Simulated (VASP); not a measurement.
# Ca in VASP: a series of runs, part 2 of 2

VASP 6.6.1. The steps go on from the part before.

### 3 Single point, PBE

File INCAR:

```
PREC = Accurate
ENCUT = 400
EDIFF = 1E-6
ISMEAR = -1
SIGMA = 0.05
LREAL = False
LASPH = True
NELM = 120
ALGO = Normal
ISIF = 2
LWAVE = False
LCHARG = True
GGA = PE
LELF = True
LVHAR = True
NBANDS = 77
GGA_COMPAT = False
NELMDL = -8
```

File KPOINTS:

```
regular mesh
0
Gamma
  3 3 1
```

File POSCAR:

```
Ca
1.0
    7.8913120000      0.0000000000      0.0000000000
    3.9456560000      6.8340760000      0.0000000000
    0.0000000000      0.0000000000     17.4432290000
Ca
13
Direct
    0.1666666423      0.1666667154      0.0573287778
    0.6666666423      0.1666667154      0.0573287778
    0.1666666423      0.6666667154      0.0573287778
    0.6666666423      0.6666667154      0.0573287778
   -0.1682976011      0.3357507291      0.2342600100
    0.3292698369      0.3338506917      0.2358475601
   -0.1682248603      0.8298163497      0.2311352445
    0.3349653783      0.8283754819      0.2313337169
    0.0010702427     -0.0077071136      0.4013012155
    0.4997105547     -0.0063796481      0.4035572772
   -0.0050119803      0.5016545031      0.4268439634
    0.5043448932      0.4839479397      0.4151105853
    0.7166764163      0.0796630005      0.5766419165
```

Potentials or basis: VASP PAW PBE potentials, release 64 (Ca_sv).

Started as:

```sh
cat potpaw_PBE.64/Ca_sv/POTCAR > POTCAR
mpirun -np 1 vasp_std > vasp.out
```

OUTCAR:

```text
PREC = Accurate
   ENCUT = 400
   EDIFF = 1E-6
   ISMEAR = -1
   LREAL = False
   LASPH = True
   NELM = 120
   ISIF = 2
   GGA = PE
   NELMDL = -8

 ion  position               nearest neighbor table
   1  0.167  0.167  0.057-
   2  0.667  0.167  0.057-
   3  0.167  0.667  0.057-
   4  0.667  0.667  0.057-
   5  0.832  0.336  0.234-
   6  0.329  0.334  0.236-
   7  0.832  0.830  0.231-
   8  0.335  0.828  0.231-
   9  0.001  0.992  0.401-
  10  0.500  0.994  0.404-
  11  0.995  0.502  0.427-
  12  0.504  0.484  0.415-
  13  0.717  0.080  0.577-

  LATTYP: Found a hexagonal cell.
 ALAT       =     7.8913114274
 C/A-ratio  =     2.2104347497

  Lattice vectors:

 A1 = (  -3.9456560000,  -6.8340760000,   0.0000000000)
 A2 = (   7.8913120000,   0.0000000000,   0.0000000000)
 A3 = (   0.0000000000,   0.0000000000,  17.4432290000)

Analysis of symmetry for initial positions (statically):
=====================================================================
 Subroutine PRICEL returns:
 Original cell was already a primitive cell.

 Routine SETGRP: Setting up the symmetry group for a
 hexagonal supercell.

 Subroutine GETGRP returns: Found  1 space group operations
 (whereof  1 operations were pure point group operations)
 out of a pool of 24 trial point group operations.

The static configuration has the point symmetry C_1 .

Analysis of symmetry for dynamics (positions and initial velocities):
=====================================================================
 Subroutine PRICEL returns:
 Original cell was already a primitive cell.

[... 132 lines left out ...]
  Thomas-Fermi vector in A             =   1.961730
   LORBIT       =      0    0 simple, 1 ext, 2 COOP (PROOUT), +10 PAW based schemes
   GGA     = PE    functional components
   LHFCALC =     F    Hartree Fock is set to
   AEXX    =    0.0000 exact exchange contribution
   IVDW    =     0    specifies the selected vdW correction
   LEPSILON=     F    determine dielectric tensor
   LRPA    =     F    only Hartree local field effects (RPA)
 non-spin polarized calculation
  energy-cutoff  :      400.00
  volume of cell :      940.71
 maximum number of plane-waves:     17115
 NGX is ok and might be reduce to    54
   NGX = 25   NGY = 25   NGZ = 57

 number of electron     129.9999988 magnetization

 Free energy of the ion-electron system (eV)
  ---------------------------------------------------
  ext. energy  EPLUGINS =         0.00000000
  ---------------------------------------------------
  free energy    TOTEN  =       -21.30476271 eV

  energy without entropy =      -21.11146149  energy(sigma->0) =      -21.20811210

 E-fermi :   0.1959     XC(G=0):  -5.4392

 val. band max:        0.1843008281   @ k =   0.0000   0.0000   0.0000
 cond. band min:       0.2361693673   @ k =   0.0000   0.0000   0.0000
 fundamental gap:      0.0518685392
 Fermi energy:         0.1959453089

 k-point     1 :       0.0000    0.0000    0.0000
  band No.  band energies     occupation
      1     -43.2297      2.00000
      2     -42.3687      2.00000
      3     -42.2544      2.00000
      4     -42.2486      2.00000
      5     -42.2358      2.00000
      6     -42.2231      2.00000
[... 389 lines left out ...]
     76       1.1463      0.00000
     77       1.1776      0.00000

------------------------ aborting loop because EDIFF is reached ----------------------------------------

  FORCE on cell =-STRESS in cart. coord.  units (eV):
  Direction    XX          YY          ZZ          XY          YZ          ZX
  --------------------------------------------------------------------------------------
  -------------------------------------------------------------------------------------
  Total       -1.0975063     -1.9441714      0.2965175      0.0318496      0.0178686      0.0736038
  in kB       -1.8692255     -3.3112290      0.5050159      0.0542449      0.0304331      0.1253588
  external PRESSURE =      -1.5584795 kB  Pullay stress =       0.0000000 kB

 VOLUME and BASIS-vectors are now :
 -----------------------------------------------------------------------------
  energy-cutoff  :      400.00
  volume of cell :      940.71
      direct lattice vectors                 reciprocal lattice vectors
     7.891312000  0.000000000  0.000000000     0.126721640 -0.073162780  0.000000000
     3.945656000  6.834076000  0.000000000     0.000000000  0.146325560  0.000000000
     0.000000000  0.000000000 17.443229000     0.000000000  0.000000000  0.057328835

 POSITION                                       TOTAL-FORCE (eV/Angst)
 -----------------------------------------------------------------------------------
      1.97283      1.13901      1.00000         0.000064      0.014537      0.037400
      5.91848      1.13901      1.00000        -0.007441      0.003765     -0.009435
      3.94566      4.55605      1.00000        -0.022315     -0.014226     -0.003246
      7.89131      4.55605      1.00000         0.011967     -0.009339     -0.028337
      7.88798      2.29455      4.08625         0.008472     -0.010895      0.013299
      3.91563      2.28156      4.11394        -0.008997      0.026059     -0.027776
      9.83797      5.67103      4.03174         0.023154     -0.006706     -0.010422
      5.91180      5.66118      4.03521        -0.019573     -0.007218     -0.026759
      3.92369      6.78140      6.99999         0.006650      0.005734      0.001502
      7.86386      6.79048      7.03934         0.005367     -0.012730      0.029271
      9.83112      3.42834      7.44554        -0.001052      0.002640      0.000423
      5.88943      3.30734      7.24087         0.011854      0.013218      0.014404
      5.96984      0.54442     10.05850        -0.008151     -0.004840      0.009677
 -----------------------------------------------------------------------------------
    total drift:                               -0.000107      0.000177      0.000349

  FREE ENERGIE OF THE ION-ELECTRON SYSTEM (eV)
  ---------------------------------------------------
  free  energy   TOTEN  =       -21.3047627139 eV

  energy  without entropy=      -21.1114614854  energy(sigma->0) =      -21.20811210
```

OSZICAR:

```text
N       E                     dE             d eps       ncg     rms          rms(c)
DAV:   1     0.100075013984E+04    0.10008E+04   -0.58060E+04  1018   0.117E+03
DAV:   2     0.588149456003E+02   -0.94194E+03   -0.92539E+03   823   0.392E+02
DAV:   3    -0.938945307778E+01   -0.68204E+02   -0.66806E+02  1167   0.660E+01
[... 15 lines left out ...]
DAV:  19    -0.213044886842E+02   -0.28849E-03   -0.22589E-04  1012   0.352E-02    0.270E-02
DAV:  20    -0.213047474822E+02   -0.25880E-03   -0.34754E-04   932   0.431E-02    0.131E-02
DAV:  21    -0.213047570922E+02   -0.96099E-05   -0.48518E-05   812   0.146E-02    0.949E-03
DAV:  22    -0.213047625574E+02   -0.54652E-05   -0.21707E-05   780   0.136E-02    0.734E-03
DAV:  23    -0.213047627139E+02   -0.15654E-06   -0.50704E-06   788   0.504E-03
   1 F= -.21304763E+02 E0= -.21208112E+02  d E =-.193301E+00
```

It took 24 min on 1 thread of Intel Xeon 8259CL, shared host; peak memory 0.72 GiB.

What came out:

- Free energy: -21.3048 eV
- Largest force: 0.040 eV/Å
- Band gap on the k mesh: zero (bands 65 and 66 overlap by 0.03 eV)

Forces on the atoms (eV/Å):
```
Ca   0.000  0.015  0.037
Ca  -0.007  0.004 -0.009
Ca  -0.022 -0.014 -0.003
Ca   0.012 -0.009 -0.028
Ca   0.008 -0.011  0.013
Ca  -0.009  0.026 -0.028
Ca   0.023 -0.007 -0.010
Ca  -0.020 -0.007 -0.027
Ca   0.007  0.006  0.002
Ca   0.005 -0.013  0.029
Ca  -0.001  0.003  0.000
Ca   0.012  0.013  0.014
Ca  -0.008 -0.005  0.010
```

Caveat: there is no dipole correction, which matters where the two faces differ.

The gap in the log of VASP goes by the Fermi energy; the results here count the filled bands.